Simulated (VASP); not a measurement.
# Mn (P6_3/mmc) in VASP: notebook

Runs on Mn. Level: PBE. Tasks: single point.

Program: VASP 6.6.1. These are calculated values, not measurements. Logs are shortened: lines on timing, memory, paths and dates and some standing lists are left out, and cuts for length are marked.

## 1. The cell of the first run

The structure is hexagonal, space group P6_3/mmc (No. 194). The conventional cell has a = 2.267 Å, b = 2.267 Å, c = 3.674 Å, α = 90.00°, β = 90.00°, γ = 120.00°. Within 3.0 Å of Mn (site symmetry -6m2) lie 12 Mn at 2.26 to 2.27 Å.

This isn't the form of Mn at room conditions, which is a 58-atom cubic cell.

## 2. Single point, PBE (8.17 Å³/atom)

INCAR reads:

```
ALGO     = Normal         # electronic algorithm
EDIFF    = 1E-7           # SCF threshold, eV
ENCUT    = 520            # plane-wave cutoff, eV
GGA      = PE             # functional
ISIF     = 2              # what is computed and relaxed
ISMEAR   = -1             # smearing method
LASPH    = True           # aspherical terms in the spheres
LCHARG   = False          # write CHGCAR
LREAL    = False          # projectors in reciprocal space
LWAVE    = False          # write WAVECAR
NBANDS   = 20             # bands
NELM     = 60             # most SCF steps
PREC     = Accurate       # precision mode
SIGMA    = 0.05           # smearing width, eV
```

KPOINTS reads:

```
k-points
0
Gamma
  15 15 8
```

POSCAR reads:

```
Mn
1.0
    2.2665267663      0.0000000000      0.0000000000
   -1.1332633832      1.9628697580      0.0000000000
    0.0000000000      0.0000000000      3.6742271552
Mn
2
Direct
    0.6666666667      0.3333333333      0.7500000000
    0.3333333333      0.6666666667      0.2500000000
```

Potentials or basis: VASP PAW PBE potentials, release 64 (Mn_pv).

Started as:

```bash
cat potpaw_PBE.64/Mn_pv/POTCAR > POTCAR
mpirun -np 1 vasp_std > vasp.out
```

OUTCAR:

```text
EDIFF = 1E-7
   ENCUT = 520
   GGA = PE
   ISIF = 2
   ISMEAR = -1
   LASPH = True
   LREAL = False
   NELM = 60
   PREC = Accurate

 ion  position               nearest neighbor table
   1  0.667  0.333  0.750-   2 2.26   2 2.26   2 2.26   2 2.26   2 2.26   2 2.26
   2  0.333  0.667  0.250-   1 2.26   1 2.26   1 2.26   1 2.26   1 2.26   1 2.26

  LATTYP: Found a hexagonal cell.
 ALAT       =     2.2665267663
 C/A-ratio  =     1.6210826229

  Lattice vectors:

 A1 = (   2.2665267663,   0.0000000000,   0.0000000000)
 A2 = (  -1.1332633832,   1.9628697580,   0.0000000000)
 A3 = (   0.0000000000,   0.0000000000,   3.6742271552)

Analysis of symmetry for initial positions (statically):
=====================================================================
 Subroutine PRICEL returns:
 Original cell was already a primitive cell.

 Routine SETGRP: Setting up the symmetry group for a
 hexagonal supercell.

 Subroutine GETGRP returns: Found 24 space group operations
 (whereof 12 operations were pure point group operations)
 out of a pool of 24 trial point group operations.

The static configuration has the point symmetry D_3d.
 The point group associated with its full space group is D_6h.

Analysis of symmetry for dynamics (positions and initial velocities):
=====================================================================
 Subroutine PRICEL returns:
 Original cell was already a primitive cell.

 Routine SETGRP: Setting up the symmetry group for a
 hexagonal supercell.

 Subroutine GETGRP returns: Found 24 space group operations
 (whereof 12 operations were pure point group operations)
 out of a pool of 24 trial point group operations.

The dynamic configuration has the point symmetry D_3d.
 The point group associated with its full space group is D_6h.

 Subroutine INISYM returns: Found 24 space group operations
 (whereof 12 operations are pure point group operations),
 and found     1 'primitive' translations

----------------------------------------------------------------------------------------

                                     Primitive cell

  volume of cell :      16.3463

  direct lattice vectors                    reciprocal lattice vectors
     2.266526766  0.000000000  0.000000000     0.441203702  0.254729076  0.000000000
    -1.133263383  1.962869758  0.000000000     0.000000000  0.509458152  0.000000000
     0.000000000  0.000000000  3.674227155     0.000000000  0.000000000  0.272166079

  length of vectors
     2.266526766  2.266526766  3.674227155     0.509458152  0.509458152  0.272166079

  position of ions in fractional coordinates (direct lattice)
     0.666666667  0.333333333  0.750000000
     0.333333333  0.666666667  0.250000000

  ion indices of the primitive-cell ions
   primitive index   ion index
                 1           1
                 2           2

----------------------------------------------------------------------------------------

 KPOINTS: k-points

Automatic generation of k-mesh.
 Grid dimensions read from file:
 generate k-points for:   15   15    8

 Generating k-lattice:

  Cartesian coordinates                     Fractional coordinates (reciprocal lattice)
     0.029413580  0.016981938  0.000000000     0.066666667  0.000000000  0.000000000
     0.000000000  0.033963877  0.000000000     0.000000000  0.066666667  0.000000000
     0.000000000  0.000000000  0.034020760     0.000000000  0.000000000  0.125000000

  Length of vectors
     0.033963877  0.033963877  0.034020760

  Shift w.r.t. Gamma in fractional coordinates (k-lattice)
     0.000000000  0.000000000  0.000000000

 Subroutine IBZKPT returns following result:
 ===========================================

 Found    135 irreducible k-points:

 Following reciprocal coordinates:
            Coordinates               Weight
  0.000000  0.000000  0.000000      1.000000
  0.066667 -0.000000  0.000000      6.000000
  0.133333 -0.000000  0.000000      6.000000
  0.200000 -0.000000  0.000000      6.000000
  0.266667 -0.000000  0.000000      6.000000
  0.333333 -0.000000  0.000000      6.000000
[... 16 lines left out ...]
  0.333333  0.200000  0.000000     12.000000
  0.400000  0.200000  0.000000      6.000000
 [... further k-points ...]
   k-points           NKPTS =    135   k-points in BZ     NKDIM =    135   number of bands    NBANDS=     20
   number of dos      NEDOS =    301   number of ions     NIONS =      2
   total plane-waves  NPLWV =   9072
   dimension x,y,z NGX =    18 NGY =   18 NGZ =   28
   dimension x,y,z NGXF=    36 NGYF=   36 NGZF=   56
   ions per type =               2
   NGX,Y,Z   is equivalent  to a cutoff of  13.20, 13.20, 12.67 a.u.
   NGXF,Y,Z  is equivalent  to a cutoff of  26.41, 26.41, 25.34 a.u.
 SYSTEM =  unknown system
   PREC   = accura    normal or accurate (medium, high low for compatibility)
   ISTART =      0    job   : 0-new  1-cont  2-samecut
   ICHARG =      2    charge: 1-file 2-atom 10-const
   ISPIN  =      1    spin polarized calculation?
   LNONCOLLINEAR =      F non collinear calculations
   LSORBIT =      F    spin-orbit coupling
   LASPH  =      T    aspherical Exc in radial PAW
   ENCUT  =  520.0 eV  38.22 Ry    6.18 a.u.   4.21  4.21  6.83*2*pi/ulx,y,z
   NELM   =     60;   NELMIN=  2; NELMDL= -5     # of ELM steps
   EDIFF  = 0.1E-06   stopping-criterion for ELM
   LREAL  =      F    real-space projection
   EDIFFG = 0.1E-05   stopping-criterion for IOM
   NSW    =      0    number of steps for IOM
   IBRION =     -1    ionic relax: 0-MD 1-quasi-New 2-CG
   NFREE  =      0    steps in history (QN), initial steepest desc. (CG)
   ISIF   =      2    stress and relaxation
   ISYM   =      2    0-nonsym 1-usesym 2-fastsym
   POTIM  = 0.5000    time-step for ionic-motion
   TEBEG  =    0.0;   TEEND  =   0.0 temperature during run
   PSTRESS=    0.0 pullay stress
   NELECT =      26.0000    total number of electrons
   NUPDOWN=      -1.0000    fix difference up-down
   EMIN   =  10.00;   EMAX   =-10.00  energy-range for DOS
   EFERMI =   0.00;   METHOD = LEGACY
   ISMEAR =    -1;   SIGMA  =   0.05  broadening in eV -4-tet -1-fermi 0-gaus
   EFERMI_NEDOS =   21; number of points for ismear=-14 and -15
   IALGO  =     38    algorithm
   IMIX   =      4    mixing-type and parameters
     AMIX     =   0.40;   BMIX     =  1.00
     AMIX_MAG =   1.60;   BMIX_MAG =  1.00
  volume/ion in A,a.u.               =       8.17        55.15
  Fermi-wavevector in a.u.,A,eV,Ry     =   1.910996  3.611259 49.687207  3.651907
  Thomas-Fermi vector in A             =   2.947704
   LORBIT       =      0    0 simple, 1 ext, 2 COOP (PROOUT), +10 PAW based schemes
   GGA     = PE    functional components
   LHFCALC =     F    Hartree Fock is set to
   AEXX    =    0.0000 exact exchange contribution
   IVDW    =     0    specifies the selected vdW correction
   LEPSILON=     F    determine dielectric tensor
   LRPA    =     F    only Hartree local field effects (RPA)
 non-spin polarized calculation
  energy-cutoff  :      520.00
  volume of cell :       16.35
 maximum number of plane-waves:       458
 NGX is ok and might be reduce to    18
   NGX =  9   NGY =  9   NGZ = 13

 number of electron      25.9999973 magnetization

 Free energy of the ion-electron system (eV)
  ---------------------------------------------------
  ext. energy  EPLUGINS =         0.00000000
  ---------------------------------------------------
  free energy    TOTEN  =       -16.19214063 eV

  energy without entropy =      -16.17624488  energy(sigma->0) =      -16.18419275

 E-fermi :  14.7634     XC(G=0): -15.7537

 val. band max:       14.7552418621   @ k =   0.4000   0.1333   0.2500
 cond. band min:      14.7695451091   @ k =   0.2667   0.0667   0.5000
 fundamental gap:      0.0143032470
 Fermi energy:        14.7634229281

 k-point     1 :       0.0000    0.0000    0.0000
  band No.  band energies     occupation
      1     -34.2257      2.00000
      2     -32.6461      2.00000
      3     -32.6461      2.00000
      4     -32.4164      2.00000
      5     -32.4164      2.00000
      6     -32.4012      2.00000
[... 12 lines left out ...]
     19      27.7213      0.00000
     20      37.3804      0.00000

 k-point     2 :       0.0667   -0.0000    0.0000
  band No.  band energies     occupation
      1     -34.1993      2.00000
      2     -32.7056      2.00000
      3     -32.6649      2.00000
      4     -32.4781      2.00000
      5     -32.4241      2.00000
      6     -32.4104      2.00000
[... 12 lines left out ...]
     19      27.7030      0.00000
     20      37.3930      0.00000

 k-point     3 :       0.1333   -0.0000    0.0000
  band No.  band energies     occupation
      1     -34.1224      2.00000
      2     -32.8744      2.00000
      3     -32.7166      2.00000
      4     -32.6492      2.00000
      5     -32.4474      2.00000
      6     -32.4386      2.00000
[... 12 lines left out ...]
     19      27.6544      0.00000
     20      36.9264      0.00000

 k-point     4 :       0.2000   -0.0000    0.0000
  band No.  band energies     occupation
      1     -34.0022      2.00000
      2     -33.1242      2.00000
      3     -32.8929      2.00000
      4     -32.7899      2.00000
      5     -32.4866      2.00000
      6     -32.4839      2.00000
[... 12 lines left out ...]
     19      27.5847      0.00000
     20      35.0965      0.00000

 k-point     5 :       0.2667   -0.0000    0.0000
  band No.  band energies     occupation
      1     -33.8504      2.00000
      2     -33.4117      2.00000
      3     -33.1617      2.00000
      4     -32.8711      2.00000
      5     -32.5550      2.00000
      6     -32.5281      2.00000
[... 12 lines left out ...]
     19      27.4504      0.00000
     20      32.6143      0.00000
[... 353 lines left out ...]
      6     -32.6648      2.00000
[... 12 lines left out ...]
     19      27.7554      0.00000
     20      30.9921      0.00000

 k-point    22 :       0.2667    0.2000    0.0000
  band No.  band energies     occupation
      1     -33.7206      2.00000
      2     -33.5670      2.00000
      3     -33.4846      2.00000
      4     -33.1218      2.00000
      5     -32.8476      2.00000
      6     -32.7614      2.00000
[... 12 lines left out ...]
     19      28.3557      0.00000
     20      29.4288      0.00000

 k-point    23 :       0.3333    0.2000    0.0000
  band No.  band energies     occupation
      1     -33.8382      2.00000
      2     -33.5823      2.00000
      3     -33.3439      2.00000
      4     -33.2456      2.00000
      5     -32.9118      2.00000
      6     -32.8617      2.00000
[... 12 lines left out ...]
     19      29.0993      0.00000
     20      30.1678      0.00000

 k-point    24 :       0.4000    0.2000    0.0000
  band No.  band energies     occupation
      1     -33.8791      2.00000
      2     -33.5770      2.00000
      3     -33.3009      2.00000
      4     -33.2758      2.00000
      5     -32.9339      2.00000
      6     -32.9153      2.00000
[... 12 lines left out ...]
     19      28.9740      0.00000
     20      31.3654      0.00000

 [... further k-points ...]

------------------------ aborting loop because EDIFF is reached ----------------------------------------

  FORCE on cell =-STRESS in cart. coord.  units (eV):
  Direction    XX          YY          ZZ          XY          YZ          ZX
  --------------------------------------------------------------------------------------
  -------------------------------------------------------------------------------------
  Total       14.0928709     14.0928709     13.7712527     -0.0000000      0.0000000      0.0000000
  in kB     1381.3117812   1381.3117812   1349.7884003     -0.0000000      0.0000000      0.0000000
  external PRESSURE =    1370.8039876 kB  Pullay stress =       0.0000000 kB

 VOLUME and BASIS-vectors are now :
 -----------------------------------------------------------------------------
  energy-cutoff  :      520.00
  volume of cell :       16.35
      direct lattice vectors                 reciprocal lattice vectors
     2.266526766  0.000000000  0.000000000     0.441203702  0.254729076  0.000000000
    -1.133263383  1.962869758  0.000000000     0.000000000  0.509458152  0.000000000
     0.000000000  0.000000000  3.674227155     0.000000000  0.000000000  0.272166079

 POSITION                                       TOTAL-FORCE (eV/Angst)
 -----------------------------------------------------------------------------------
      1.13326      0.65429      2.75567        -0.000000      0.000000      0.000000
     -0.00000      1.30858      0.91856         0.000000     -0.000000      0.000000
 -----------------------------------------------------------------------------------
    total drift:                               -0.000000      0.000000     -0.000000

  FREE ENERGIE OF THE ION-ELECTRON SYSTEM (eV)
  ---------------------------------------------------
  free  energy   TOTEN  =       -16.1921406282 eV

  energy  without entropy=      -16.1762448772  energy(sigma->0) =      -16.18419275
```

Run time: 49 s. Hardware: 1 thread of Intel Xeon 8259CL, shared host; peak memory 0.15 GiB.

Results:

| Property | Result |
| --- | --- |
| Free energy | -16.1921 eV |
| Pressure | 137.1 GPa |
| Band gap on the k mesh | zero (bands 13 and 14 overlap by 3.10 eV) |

Caveat: the cell stands under pressure; the run has no spin polarisation, though such a crystal can be magnetic. Spin polarisation is off, so any magnetic state and its effect on volume and gap are missing.

## 3. Single point, PBE (12.04 Å³/atom)

This run uses another cell than the first one, of 12.04 Å³/atom.

INCAR reads:

```
SYSTEM = Mn
PREC = Accurate
ENCUT = 520
EDIFF = 1E-6
ISMEAR = -1
SIGMA = 0.05
LREAL = .FALSE.
LASPH = .TRUE.
NELM = 80
ALGO = Normal
ISIF = 2
LWAVE = .FALSE.
LCHARG = .FALSE.
GGA = PE
NBANDS = 20
```

KPOINTS reads:

```
regular mesh
0
G
  15 15 8
  0 0 0
```

POSCAR reads:

```
Mn
1.0
    2.5792632029      0.0000000000      0.0000000000
   -1.2896316014      2.2337074568      0.0000000000
    0.0000000000      0.0000000000      4.1811987581
Mn
2
Direct
    0.6666666667      0.3333333333      0.7500000000
    0.3333333333      0.6666666667      0.2500000000
```

Potentials or basis: VASP PAW PBE potentials, release 64 (Mn_pv).

Started as:

```bash
cat potpaw_PBE.64/Mn_pv/POTCAR > POTCAR
mpirun -np 1 vasp_std > vasp.out
```

Run time: 69 s. Hardware: 1 thread of Intel Xeon 8259CL, shared host; peak memory 0.17 GiB.

The run converged. Its results:

```
Free energy            : -17.6640 eV
Pressure               : -25.4 GPa
Band gap on the k mesh : zero (bands 13 and 14 overlap by 1.59 eV)
```

Stress tensor (GPa, compression positive):
```
-25.28   0.00   0.00
  0.00 -25.28   0.00
  0.00   0.00 -25.71
```

Levels at points of the mesh, in eV from the Fermi level:
```csv
k point,band 9,band 10,band 11,band 12,band 13,band 14,band 15,band 16,band 17,band 18
"(0.00, 0.00, 0.00)",-0.82,-0.78,-0.78,-0.39,-0.39,0.06,0.06,0.60,1.37,1.37
"(0.00, 0.00, 0.50)",-1.32,-1.32,-0.85,-0.85,-0.85,-0.85,1.01,1.01,1.01,1.01
```

Caveat: the cell stands under tension; the run has no spin polarisation, though such a crystal can be magnetic.
